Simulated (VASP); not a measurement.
Crystal: Ti.

```
Ti
1.0
     4.60000    0.00000    0.00000
    -2.30000    3.98372    0.00000
     0.00000    0.00000    2.82000
Ti
3
Direct
  0.00000 0.00000 0.00000
  0.33333 0.66667 0.50000
  0.66667 0.33333 0.50000
```

Base run:

| Item | Value |
| --- | --- |
| Program | VASP 6.6.1 |
| Functional | PBEsol |
| Potentials or basis | VASP PAW PBE potentials, release 64 (Ti_sv) |
| Cutoff | 520 eV |
| k mesh | 8 × 8 × 12 |
| Occupations | fermi-dirac, width 0.1 eV |
| Spin | no spin polarisation |

Its results: band gap on the k mesh zero (band 18 reaches 8.36 eV, above the bottom of band 19 at 8.06 eV); pressure -5.0 GPa.

The run is repeated on the same cell with these changes: functional from PBEsol to LDA; potentials or basis from VASP PAW PBE potentials, release 64 (Ti_sv) to VASP PAW LDA potentials, release 64 (Ti_sv). What comes out?

Band gap on the k mesh zero (band 18 reaches 8.23 eV, above the bottom of band 19 at 7.95 eV); pressure -9.1 GPa.

Caveats: the PAW data sets were made with another functional, which shifts forces and pressure a little (some runs).
